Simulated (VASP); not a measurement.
Here is a VASP 6.6.1 calculation.

Contents of INCAR:

```
SYSTEM = Ba2Tl5V3O12
PREC = Accurate
ENCUT = 520
EDIFF = 1E-7
ISMEAR = -1
SIGMA = 0.05
LREAL = .False.
LASPH = .True.
NELM = 100
ALGO = Normal
ISIF = 2
LWAVE = .False.
LCHARG = .False.
ISPIN = 2
MAGMOM = 0 0 2 2 2 0 0 0 0 0 0 0 0 0 0 0 0 0 0 0 0 0
LORBIT = 11
LMAXMIX = 4
GGA = PE
NBANDS = 119
KPAR = 4
```

KPOINTS

```
Automatic mesh
0
Gamma
  5 4 3
  0 0 0
```

File POSCAR:

```
Ba2Tl5V3O12
1.0
    6.6527200000      0.0494600000      0.0201700000
    2.8607000000      8.3646400000      0.0038400000
    2.6827900000      2.4693600000      9.1956900000
Ba V Tl O
2 3 5 12
Direct
    0.8041900000      0.0466500000      0.0226400000
    0.2120500000      0.9515700000      0.3401200000
    0.7454000000      0.7079600000      0.3358200000
    0.2596300000      0.2659900000      0.0322500000
    0.0407400000      0.0769500000      0.6610600000
    0.2563600000      0.3984700000      0.3500300000
    0.5896600000      0.3486600000      0.6055300000
    0.5732700000      0.8806900000      0.6684200000
    0.7455200000      0.4966400000      0.1164800000
    0.1189100000      0.6420600000      0.7430300000
    0.2843300000      0.0971700000      0.5417500000
    0.8535000000      0.4957500000      0.3438600000
    0.4025500000      0.2044800000      0.1728200000
    0.8841400000      0.0537700000      0.5596700000
    0.1401700000      0.4795600000      0.9889900000
    0.5462700000      0.7363100000      0.4871200000
    0.9059400000      0.2427900000      0.7326200000
    0.6154300000      0.8005800000      0.1885700000
    0.0553800000      0.1645100000      0.1016400000
    0.0820900000      0.9040400000      0.8070800000
    0.4417800000      0.2012300000      0.8918700000
    0.9426900000      0.8041700000      0.3086200000
```

Potentials or basis: VASP PAW PBE potentials, release 64 (Ba_sv, V_sv, Tl_d, O).

The run is started by

```console
$ cat potpaw_PBE.64/Ba_sv/POTCAR potpaw_PBE.64/V_sv/POTCAR potpaw_PBE.64/Tl_d/POTCAR potpaw_PBE.64/O/POTCAR > POTCAR
$ mpirun -np 4 vasp_std > vasp.out
```

Question: Estimate the pressure.

Answer: 0.5 GPa.

Question: Predict the net moment.

Answer: 0.00 μB per cell.

Forces in eV/Å, atoms in the order of the input:
```
Ba   0.011 -0.017  0.013
Ba  -0.001 -0.025  0.039
V    0.012 -0.040  0.017
V   -0.049  0.051  0.028
V    0.030 -0.013 -0.020
Tl   0.007  0.004  0.000
Tl  -0.009  0.004 -0.006
Tl   0.004 -0.003  0.000
Tl  -0.008  0.003  0.000
Tl  -0.002 -0.005 -0.005
O    0.113  0.012 -0.061
O    0.010 -0.132  0.010
O    0.099  0.051  0.090
O   -0.145 -0.009 -0.032
O   -0.017  0.120 -0.029
O   -0.032  0.025  0.147
O   -0.014  0.167  0.029
O   -0.094 -0.039 -0.105
O   -0.056  0.027  0.006
O    0.033 -0.127  0.070
O    0.030 -0.081 -0.172
O    0.079  0.025 -0.018
```
